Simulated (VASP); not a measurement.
The system is MgS.

```
CELL_PARAMETERS angstrom
0.00000 2.83088 2.83088
2.68933 0.00000 2.83088
2.68933 2.83088 0.00000
ATOMIC_POSITIONS crystal
Mg 0.00000 0.00000 0.00000
S 0.25000 0.25000 0.25000
```

This cell differs from its parent crystal: uniaxial x strain -5.0%.

Base run:

```yaml
Program: VASP 6.6.1
Functional: HSE06
Potentials_or_basis: VASP PAW PBE potentials, release 64 (Mg, S)
Cutoff: 520 eV
k_mesh: 6 × 6 × 6
Occupations: gaussian, width 0.01 eV
Spin: no spin polarisation
```

Its results: band gap on the k mesh 4.66 eV (least direct gap 4.69 eV); pressure 3.2 GPa.

Problem. The run is repeated on the same cell with these changes: functional from HSE06 to r2SCAN; cutoff from 520 eV to 660 eV; k mesh from 6 × 6 × 6 to 8 × 8 × 8. What comes out?

Solution. Band gap on the k mesh 4.11 eV (least direct gap 4.31 eV); pressure 3.1 GPa.

Several settings changed at once.

Caveats: the cell stands under pressure; the PAW data sets were made with another functional, which shifts forces and pressure a little.

A k mesh can miss the band edges.
